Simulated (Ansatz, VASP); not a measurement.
## InSe: VASP beside Ansatz

```xyz
4
Lattice="1.9730 1.1391 8.3259 -1.9730 1.1391 8.3259 0.0000 -2.2782 8.3259" Properties=species:S:1:pos:R:3 pbc="T T T"
In    0.0000    0.0000   22.1953
In    0.0000    0.0000    0.0000
Se    0.0000    0.0000    4.2937
Se    0.0000    0.0000    9.5790
```

Alike in both runs: task single point; functional BLYP; k mesh 8 × 8 × 8; occupations fermi-dirac, width 0.05 eV; no spin polarisation.

```csv
,VASP,Ansatz
version,VASP 6.6.1,Ansatz 0.2.0
potentials or method,"VASP PAW PBE potentials, release 64 (In_d, Se)",Ansatz PAW
plane-wave cutoff (eV),520,420
valence electrons in the cell,38,58
```

|  | VASP | Ansatz | Ansatz less VASP |
| --- | --- | --- | --- |
| gap on the k mesh at the Fermi level (eV) | 0.50 | 0.49 | -0.013 |
| least direct gap on the mesh (eV) | 0.50 | 0.49 | -0.013 |
| pressure (GPa) | 8.6 | 8.4 | -0.18 |
| traceless stress, the component that is largest in VASP (GPa) | -1.72 | -1.72 | +0.009 |
| rms of the force components (eV/Å) | 0.409 | 0.392 | -0.0167 |

VASP's potentials were made for PBE, not for BLYP. Atom by atom the forces differ by 0.017 eV/Å (rms over components). With one functional, cell and mesh, what is left measures potentials, basis and numerics. VASP's potentials hold 38 valence electrons a cell and Ansatz's 58, so a difference there can come from the potentials and not from the codes.
